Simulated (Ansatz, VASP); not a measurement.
GaGe: VASP beside Ansatz

Contents of INCAR:

```
AGGAC = 1.0
AGGAX = 1.0
ALDAC = 0.0
ALDAX = 1.0
ALGO = Normal
EDIFF = 1E-6
EDIFFG = -0.01
ENCUT = 600
GGA = B5
IBRION = 2
ISIF = 3
ISMEAR = -1
LASPH = True
LCHARG = False
LREAL = False
LWAVE = False
NELM = 80
NSW = 60
PREC = Accurate
SIGMA = 0.05
```

Contents of KPOINTS:

```
k-points
0
Gamma
  8 8 8
```

Contents of POSCAR:

```
GaGe
1.0
    0.0000000000      2.8978440000      2.8978440000
    2.8978440000      0.0000000000      2.8978440000
    2.8978440000      2.8978440000      0.0000000000
Ge Ga
1 1
Direct
    0.0000000000      0.0000000000      0.0000000000
    0.2500000000      0.2500000000      0.2500000000
```

input.yaml

```yaml
crystal:
  lattice:
    - [0.0, 2.897844, 2.897844]
    - [2.897844, 0.0, 2.897844]
    - [2.897844, 2.897844, 0.0]
  atoms:
    - { symbol: Ge, position: [0.0, 0.0, 0.0] }
    - { symbol: Ga, position: [0.25, 0.25, 0.25] }
hamiltonian:
  xc: blyp
  pseudopotentials: { kind: paw }
kpoints:
  mp_grid: { grid: [8, 8, 8] }
scf:
  occupations: { method: fermi_dirac, width: 0.05 }
output:
  forces: true
  stress: true
  eigenvalues: true
relax:
  f_tol: 0.01
  max_steps: 40
  cell: { stress_tol: 0.05 }
```

Alike in both runs: task relaxation of cell and atoms; functional BLYP; k mesh 8 × 8 × 8; occupations fermi-dirac, width 0.05 eV; no spin polarisation.

```csv
,VASP,Ansatz
version,VASP 6.6.1,Ansatz 0.2.0
potentials or method,"VASP PAW PBE potentials, release 64 (Ge_d, Ga_d)",Ansatz PAW
plane-wave cutoff (eV),600,420
valence electrons in the cell,27,27
```

Ansatz gave:

| Property | Result |
| --- | --- |
| gap on the k mesh at the Fermi level, each at its own relaxed structure (eV) | none |
| relaxed volume (Å³/atom) | 26.18 |
| relaxed cell length with the largest relative difference (Å) | 4.199 |

Estimate VASP's values.

gap on the k mesh at the Fermi level, each at its own relaxed structure (eV): none; relaxed volume (Å³/atom): 26.35; relaxed cell length with the largest relative difference (Å): 4.208.

VASP's potentials were made for PBE, not for BLYP. A gap of «none» marks a metal or a gap that the smearing closes.

Noted on Ansatz's run: the plane-wave basis is chosen anew once the cell has moved, so the energies of steps on either side of that aren't comparable.
